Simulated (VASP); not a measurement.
# TiO2 (I4_1/amd) in VASP: single point with PBE+U

Aim: the single point of TiO2 with PBE+U.

Everything below comes from runs of VASP 6.6.1. Logs are shortened: lines on timing, memory, paths and dates and some standing lists are left out, and cuts for length are marked.

**1. The cell of the first run**

Symmetry: I4_1/amd, No. 141, tetragonal system. Conventional cell: a = 3.785 Å, b = 3.785 Å, c = 9.520 Å, α = 90.00°, β = 90.00°, γ = 90.00°. Within 2.6 Å of Ti (site symmetry -4m2) lie 6 O at 1.93 to 2.00 Å. O (site symmetry 2mm) has 3 Ti at 1.93 to 2.00 Å and 2 O at 2.49 Å within 2.6 Å.

**2. Single point, PBE+U, collinear spin**

Contents of INCAR:

```
SYSTEM = TiO2
PREC     = Accurate       ! precision mode
ENCUT    = 520            ! plane-wave cutoff, eV
EDIFF    = 1E-6           ! SCF threshold, eV
ISMEAR   = 0              ! smearing method
SIGMA    = 0.03           ! smearing width, eV
LREAL    = .FALSE.        ! projectors in reciprocal space
LASPH    = .TRUE.         ! aspherical terms in the spheres
NELM     = 150            ! most SCF steps
ALGO     = Normal         ! electronic algorithm
ISIF     = 2              ! what is computed and relaxed
LWAVE    = .FALSE.        ! write WAVECAR
LCHARG   = .TRUE.         ! write CHGCAR
ISPIN    = 2              ! spin polarisation
MAGMOM   = 1.5 1.5 1.5 1.5 0 0 0 0 0 0 0 0 ! initial moments
LORBIT   = 11             ! projections on sites
LMAXMIX  = 4              ! l up to which the mixer works
LDAU     = .TRUE.         ! DFT+U
LDAUTYPE = 2            
LDAUL    = 2 -1           ! shell
LDAUU    = 3 0            ! U, eV
LDAUJ    = 0 0          
LDAUPRINT= 1            
GGA      = PE             ! functional
LELF     = .TRUE.         ! ELF
LVHAR    = .TRUE.       
NBANDS   = 64             ! bands
ISYM     = 0
```

Contents of KPOINTS:

```
regular mesh
0
G
  4 4 3
  0 0 0
```

Contents of POSCAR:

```
TiO2
1.0
   -1.8925000000      1.8925000000      4.7598000000
    1.8925000000     -1.8925000000      4.7598000000
    3.7850000000      3.7850000000     -9.5196000000
Ti O
4 8
Direct
    0.0000000000      0.0000000000      0.0000000000
    0.0000000000      0.0000000000      0.5000000000
    0.7500000000      0.2500000000      0.2500000000
    0.7500000000      0.2500000000      0.7500000000
    0.2101700000      0.2101700000      0.0000000000
    0.2101700000      0.2101700000      0.5000000000
    0.9601700000      0.4601700000      0.2500000000
    0.9601700000      0.4601700000      0.7500000000
    0.5398300000      0.0398300000      0.2500000000
    0.5398300000      0.0398300000      0.7500000000
    0.7898300000      0.7898300000      0.0000000000
    0.7898300000      0.7898300000      0.5000000000
```

Potentials or basis: VASP PAW PBE potentials, release 64 (Ti_sv, O).

Command:

```console
cat potpaw_PBE.64/Ti_sv/POTCAR potpaw_PBE.64/O/POTCAR > POTCAR
mpirun -np 1 vasp_std > vasp.out
```

OUTCAR:

```text
SYSTEM = TiO2
   PREC = Accurate
   ENCUT = 520
   EDIFF = 1E-6
   ISMEAR = 0
   LREAL = .FALSE.
   LASPH = .TRUE.
   NELM = 150
   ISIF = 2
   ISPIN = 2
   LORBIT = 11
   GGA = PE
   ISYM = 0

 ion  position               nearest neighbor table
   1  0.000  0.000  0.000-   9 1.93   7 1.93  10 1.93   8 1.93  11 2.00   5 2.00
   2  0.000  0.000  0.500-  10 1.93   8 1.93   9 1.93   7 1.93  12 2.00   6 2.00
   3  0.750  0.250  0.250-  12 1.93   6 1.93  11 1.93   5 1.93   7 2.00   9 2.00
   4  0.750  0.250  0.750-  11 1.93   5 1.93  12 1.93   6 1.93   8 2.00  10 2.00
   5  0.210  0.210  0.000-   3 1.93   4 1.93   1 2.00
   6  0.210  0.210  0.500-   4 1.93   3 1.93   2 2.00
   7  0.960  0.460  0.250-   2 1.93   1 1.93   3 2.00
   8  0.960  0.460  0.750-   1 1.93   2 1.93   4 2.00
   9  0.540  0.040  0.250-   2 1.93   1 1.93   3 2.00
  10  0.540  0.040  0.750-   1 1.93   2 1.93   4 2.00
  11  0.790  0.790  0.000-   3 1.93   4 1.93   1 2.00
  12  0.790  0.790  0.500-   4 1.93   3 1.93   2 2.00

IMPORTANT INFORMATION: All symmetrisations will be switched off!
NOSYMM: (Re-)initialisation of all symmetry stuff for point group C_1.

----------------------------------------------------------------------------------------

                                     Primitive cell

  volume of cell :     136.3799

  direct lattice vectors                    reciprocal lattice vectors
    -1.892500000  1.892500000  4.759800000     0.000000000  0.264200793  0.105046431
     1.892500000 -1.892500000  4.759800000     0.264200793  0.000000000  0.105046431
     3.785000000  3.785000000 -9.519600000     0.132100396  0.132100396  0.000000000

  length of vectors
     5.460660083  5.460660083 10.921320166     0.284318152  0.284318152  0.186818172

  position of ions in fractional coordinates (direct lattice)
     0.000000000  0.000000000  0.000000000
     1.000000000  1.000000000  0.500000000
     0.750000000  0.250000000  0.250000000
     0.750000000  0.250000000  0.750000000
     0.210170000  0.210170000  0.000000000
     0.210170000  0.210170000  0.500000000
     0.960170000  0.460170000  0.250000000
     0.960170000  0.460170000  0.750000000
     0.539830000  0.039830000  0.250000000
     0.539830000  0.039830000  0.750000000
     0.789830000  0.789830000  0.000000000
     0.789830000  0.789830000  0.500000000

  ion indices of the primitive-cell ions
   primitive index   ion index
                 1           1
                 2           2
                 3           3
                 4           4
                 5           5
                 6           6
                 7           7
                 8           8
                 9           9
                10          10
                11          11
                12          12

----------------------------------------------------------------------------------------

 KPOINTS: regular mesh

Automatic generation of k-mesh.
 Grid dimensions read from file:
 generate k-points for:    4    4    3

 Generating k-lattice:

  Cartesian coordinates                     Fractional coordinates (reciprocal lattice)
     0.000000000  0.066050198  0.026261608     0.250000000  0.000000000 -0.000000000
     0.066050198  0.000000000  0.026261608     0.000000000  0.250000000 -0.000000000
     0.044033465  0.044033465  0.000000000     0.000000000  0.000000000  0.333333333

  Length of vectors
     0.071079538  0.071079538  0.062272724

  Shift w.r.t. Gamma in fractional coordinates (k-lattice)
     0.000000000  0.000000000  0.000000000

[... 95 lines left out ...]
  Thomas-Fermi vector in A             =   2.573227
   LORBIT       =     11    0 simple, 1 ext, 2 COOP (PROOUT), +10 PAW based schemes
 LDA+U is selected, type is set to LDAUTYPE =  2
   angular momentum for each species LDAUL =     2   -1
   U (eV)           for each species LDAUU =   3.0  0.0
   J (eV)           for each species LDAUJ =   0.0  0.0
   GGA     = PE    functional components
   LHFCALC =     F    Hartree Fock is set to
   AEXX    =    0.0000 exact exchange contribution
   IVDW    =     0    specifies the selected vdW correction
   LEPSILON=     F    determine dielectric tensor
   LRPA    =     F    only Hartree local field effects (RPA)
 spin polarized calculation
 Gauss-broadening in eV      SIGMA  =   0.03
  energy-cutoff  :      520.00
  volume of cell :      136.38
 maximum number of plane-waves:      3692
 NGX is ok and might be reduce to    42
   NGX = 21   NGY = 21   NGZ = 41

 number of electron      95.9999997 magnetization      -0.0003543

atom =   1  type =  1  l = 2

 onsite density matrix

spin component  1
[... 116 lines left out ...]
  o =  0.1060  v =  0.0000  0.0000  0.0000  0.0000  0.0000 -0.0001  0.7091  0.0000  0.7051  0.0000      0.0000  0.0000  0.0000  0.0000  0.0000  0.0000  0.0000  0.0000  0.0000  0.0000
  o =  0.1060  v = -0.0001  0.7213  0.0000  0.6927 -0.0000  0.0000  0.0000  0.0000  0.0000  0.0000      0.0000  0.0000  0.0000  0.0000  0.0000  0.0000  0.0000  0.0000  0.0000  0.0000
  o =  0.1060  v =  0.0000  0.0000  0.0000  0.0000  0.0000  0.0000  0.7051  0.0000 -0.7091  0.0000      0.0000  0.0000  0.0000  0.0000  0.0000  0.0000  0.0000  0.0000  0.0000  0.0000
  o =  0.1060  v = -0.0000 -0.6927  0.0000  0.7213 -0.0000  0.0000  0.0000  0.0000  0.0000  0.0000      0.0000  0.0000  0.0000  0.0000  0.0000  0.0000  0.0000  0.0000  0.0000  0.0000
  o =  0.1137  v = -1.0000 -0.0000  0.0000 -0.0000  0.0000  0.0000  0.0000  0.0000  0.0000  0.0000      0.0000  0.0000  0.0000  0.0000  0.0000  0.0000  0.0000  0.0000  0.0000  0.0000
  o =  0.1137  v =  0.0000  0.0000  0.0000  0.0000  0.0000 -1.0000 -0.0000  0.0000 -0.0000 -0.0000      0.0000  0.0000  0.0000  0.0000  0.0000  0.0000  0.0000  0.0000  0.0000  0.0000
  o =  0.2502  v =  0.0000  0.0000  0.0000  0.0000  0.0000 -0.0000  0.0000 -1.0000  0.0000  0.0000      0.0000  0.0000  0.0000  0.0000  0.0000  0.0000  0.0000  0.0000  0.0000  0.0000
  o =  0.2502  v = -0.0000  0.0000 -1.0000  0.0000  0.0000  0.0000  0.0000  0.0000  0.0000  0.0000      0.0000  0.0000  0.0000  0.0000  0.0000  0.0000  0.0000  0.0000  0.0000  0.0000
  o =  0.2586  v =  0.0000  0.0000  0.0000  0.0000  0.0000 -0.0000 -0.0000  0.0000  0.0000  1.0000      0.0000  0.0000  0.0000  0.0000  0.0000  0.0000  0.0000  0.0000  0.0000  0.0000
  o =  0.2586  v = -0.0000  0.0000 -0.0000 -0.0000 -1.0000  0.0000  0.0000  0.0000  0.0000  0.0000      0.0000  0.0000  0.0000  0.0000  0.0000  0.0000  0.0000  0.0000  0.0000  0.0000

 number of electron      95.9999997 magnetization       0.0000213

 Free energy of the ion-electron system (eV)
  ---------------------------------------------------
  ext. energy  EPLUGINS =         0.00000000
  ---------------------------------------------------
  free energy    TOTEN  =       -99.37710369 eV

  energy without entropy =      -99.37710369  energy(sigma->0) =      -99.37710369

 E-fermi :   3.9011     XC(G=0): -10.7548

 val. band max:        3.6001136424   @ k =   0.5000   0.5000  -0.0000
 cond. band min:       6.0758765507   @ k =   0.0000   0.0000   0.0000
 fundamental gap:      2.4757629083
 Fermi energy:         3.9010963751

 spin component 1

 k-point     1 :       0.0000    0.0000    0.0000
  band No.  band energies     occupation
      1     -53.5845      1.00000
      2     -53.5516      1.00000
      3     -53.5516      1.00000
      4     -53.5272      1.00000
      5     -29.9941      1.00000
      6     -29.9554      1.00000
[... 3017 lines left out ...]
     59       8.1610      0.00000
     60       8.3430      0.00000

 [... further k-points ...]

 [bands above 60 left out]

------------------------ aborting loop because EDIFF is reached ----------------------------------------

  FORCE on cell =-STRESS in cart. coord.  units (eV):
  Direction    XX          YY          ZZ          XY          YZ          ZX
  --------------------------------------------------------------------------------------
  -------------------------------------------------------------------------------------
  Total        9.7321849      9.7322030      6.3730781     -0.0009066      0.0000875      0.0000923
  in kB      114.3327013    114.3329147     74.8702624     -0.0106501      0.0010276      0.0010840
  external PRESSURE =     101.1786261 kB  Pullay stress =       0.0000000 kB

 VOLUME and BASIS-vectors are now :
 -----------------------------------------------------------------------------
  energy-cutoff  :      520.00
  volume of cell :      136.38
      direct lattice vectors                 reciprocal lattice vectors
    -1.892500000  1.892500000  4.759800000     0.000000000  0.264200793  0.105046431
     1.892500000 -1.892500000  4.759800000     0.264200793  0.000000000  0.105046431
     3.785000000  3.785000000 -9.519600000     0.132100396  0.132100396  0.000000000

 POSITION                                       TOTAL-FORCE (eV/Angst)
 -----------------------------------------------------------------------------------
      0.00000      0.00000      0.00000        -0.000070      0.000035     -0.000020
      1.89250      1.89250     -4.75980         0.000029      0.000007     -0.000007
      0.00000      1.89250      2.37990        -0.000013     -0.000007     -0.000023
      1.89250      3.78500     -2.37990         0.000051     -0.000032      0.000029
      0.00000      0.00000      2.00073        -0.000042      0.000032     -0.117182
      1.89250      1.89250     -2.75907        -0.000040      0.000032     -0.117191
      0.00000      1.89250      4.38063         0.000030     -0.000041     -0.117178
      1.89250      3.78500     -0.37917         0.000032     -0.000043     -0.117195
      0.00000      1.89250      0.37917         0.000042     -0.000033      0.117193
      1.89250      3.78500     -4.38063         0.000041     -0.000031      0.117189
      0.00000      0.00000      7.51887        -0.000030      0.000041      0.117199
      1.89250      1.89250      2.75907        -0.000031      0.000040      0.117186
 -----------------------------------------------------------------------------------
    total drift:                               -0.000002      0.000007     -0.000021

  FREE ENERGIE OF THE ION-ELECTRON SYSTEM (eV)
  ---------------------------------------------------
  free  energy   TOTEN  =       -99.3771036876 eV

  energy  without entropy=      -99.3771036876  energy(sigma->0) =      -99.37710369

 total charge

# of ion       s       p       d       tot
------------------------------------------
    1        2.232   6.312   1.640  10.185
    2        2.232   6.312   1.640  10.185
    3        2.232   6.312   1.640  10.185
    4        2.232   6.312   1.640  10.185
    5        1.571   3.526   0.000   5.097
    6        1.571   3.526   0.000   5.097
    7        1.571   3.526   0.000   5.097
    8        1.571   3.526   0.000   5.097
    9        1.571   3.526   0.000   5.097
   10        1.571   3.526   0.000   5.097
   11        1.571   3.526   0.000   5.097
   12        1.571   3.526   0.000   5.097
--------------------------------------------------
tot         21.497  53.454   6.560  81.511

 magnetization (x)

# of ion       s       p       d       tot
------------------------------------------
    1        0.000   0.000  -0.000  -0.000
    2       -0.000   0.000  -0.000  -0.000
    3        0.000   0.000  -0.000  -0.000
    4        0.000   0.000  -0.000  -0.000
    5        0.000  -0.000   0.000  -0.000
    6        0.000  -0.000   0.000  -0.000
    7        0.000  -0.000   0.000  -0.000
    8        0.000   0.000   0.000   0.000
    9       -0.000   0.000   0.000   0.000
   10        0.000   0.000   0.000   0.000
   11        0.000  -0.000   0.000   0.000
   12        0.000  -0.000   0.000  -0.000
--------------------------------------------------
tot          0.000  -0.000  -0.000  -0.000
```

Wall time 25 min (1 thread of Oxide Virtual Turin-like, shared host); peak memory 0.63 GiB.

Results:

* Free energy: -99.3771 eV
* Pressure: 10.1 GPa
* Largest force: 0.117 eV/Å
* Band gap on the k mesh: 2.48 eV
* Net moment: 0.00 μB per cell
* Valence electrons inside the program's atomic spheres: Ti 10.19; O 5.10

Forces in eV/Å, atoms in the order of the input:
```
Ti   0.000  0.000  0.000
Ti   0.000  0.000  0.000
Ti   0.000  0.000  0.000
Ti   0.000  0.000  0.000
O    0.000  0.000 -0.117
O    0.000  0.000 -0.117
O    0.000  0.000 -0.117
O    0.000  0.000 -0.117
O    0.000  0.000  0.117
O    0.000  0.000  0.117
O    0.000  0.000  0.117
O    0.000  0.000  0.117
```

Stress tensor (GPa, compression positive):
```
11.43  0.00  0.00
 0.00 11.43  0.00
 0.00  0.00  7.49
```

Levels at points of the mesh, in eV from the valence-band top:
Spin up:
| k point | band 44 | band 45 | band 46 | band 47 | band 48 | band 49 | band 50 | band 51 | band 52 | band 53 |
| --- | --- | --- | --- | --- | --- | --- | --- | --- | --- | --- |
| (0.00, 0.00, 0.00) | -0.78 | -0.50 | -0.50 | 0.00 | 0.00 | 2.48 | 3.24 | 3.73 | 3.73 | 4.16 |
| (0.50, 0.00, 0.00) | -0.98 | -0.96 | -0.96 | -0.69 | -0.69 | 3.61 | 3.61 | 3.80 | 3.80 | 3.85 |
| (0.00, 0.50, 0.00) | -0.98 | -0.96 | -0.96 | -0.69 | -0.69 | 3.61 | 3.61 | 3.80 | 3.80 | 3.85 |
| (0.50, 0.50, 0.00) | -1.35 | -0.18 | -0.18 | 0.00 | 0.00 | 2.84 | 2.84 | 3.73 | 3.73 | 4.13 |
Spin down:
| k point | band 46 | band 47 | band 48 | band 49 | band 50 | band 51 |
| --- | --- | --- | --- | --- | --- | --- |
| (0.00, 0.00, 0.00) | -0.50 | 0.00 | 0.00 | 2.48 | 3.24 | 3.73 |
| (0.50, 0.00, 0.00) | -0.96 | -0.69 | -0.69 | 3.61 | 3.61 | 3.80 |
| (0.00, 0.50, 0.00) | -0.96 | -0.69 | -0.69 | 3.61 | 3.61 | 3.80 |
| (0.50, 0.50, 0.00) | -0.18 | 0.00 | 0.00 | 2.84 | 2.84 | 3.73 |

Eigenvalues of the final occupation matrices:
| site | spin | trace | eigenvalues |
| --- | --- | --- | --- |
| site 1 d | 1 | 0.83 | 0.11 0.11 0.11 0.25 0.26 |
| site 1 d | 2 | 0.83 | 0.11 0.11 0.11 0.25 0.26 |
| site 2 d | 1 | 0.83 | 0.11 0.11 0.11 0.25 0.26 |
| site 2 d | 2 | 0.83 | 0.11 0.11 0.11 0.25 0.26 |
| site 3 d | 1 | 0.83 | 0.11 0.11 0.11 0.25 0.26 |
| site 3 d | 2 | 0.83 | 0.11 0.11 0.11 0.25 0.26 |
| site 4 d | 1 | 0.83 | 0.11 0.11 0.11 0.25 0.26 |
| site 4 d | 2 | 0.83 | 0.11 0.11 0.11 0.25 0.26 |

Caveat: the cell stands under pressure. A k mesh can miss the band edges.
